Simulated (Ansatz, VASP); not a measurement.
# Two plane-wave programs on Be2CdS

```
Be Cd S
1.0
     3.21571    0.00000    0.00000
     0.00000    3.21571    0.00000
     0.00000    0.00000    6.71700
Be Cd S
2 1 1
Cartesian
  1.6079 0.0000 4.6052
  0.0000 1.6079 2.1118
  0.0000 0.0000 0.0000
  1.6079 1.6079 3.3585
```

Change from the starting cell: species swapped into the Ga2BiAs type (P-4m2, No. 115).

Alike in both runs: functional PBE; k mesh 14 × 14 × 8; occupations gaussian, width 0.1 eV; no spin polarisation.

Ansatz relaxed the structure, and its values are those at the end. VASP's run is a single point on that final structure, the one shown.

|  | VASP | Ansatz |
| --- | --- | --- |
| version | VASP 6.6.1 | Ansatz 0.2.0 |
| potentials or method | VASP PAW PBE potentials, release 64 (Be, Cd, S), cutoff 520 eV | scalar-relativistic, plane waves, PAW |
| valence electrons in the cell | 22 | 30 |

Ansatz gave:

* gap on the k mesh at the Fermi level (eV): none
* pressure (GPa): 0.0
* rms of the force components (eV/Å): 0.003

Q: Which values does VASP return?

A: gap on the k mesh at the Fermi level (eV): none; pressure (GPa): 0.1; rms of the force components (eV/Å): 0.005.

A gap of «none» marks a metal or a gap that the smearing closes. With one functional, cell and mesh, what is left measures potentials, basis and numerics. VASP's potentials hold 22 valence electrons a cell and Ansatz's 30, so a difference there can come from the potentials and not from the codes.
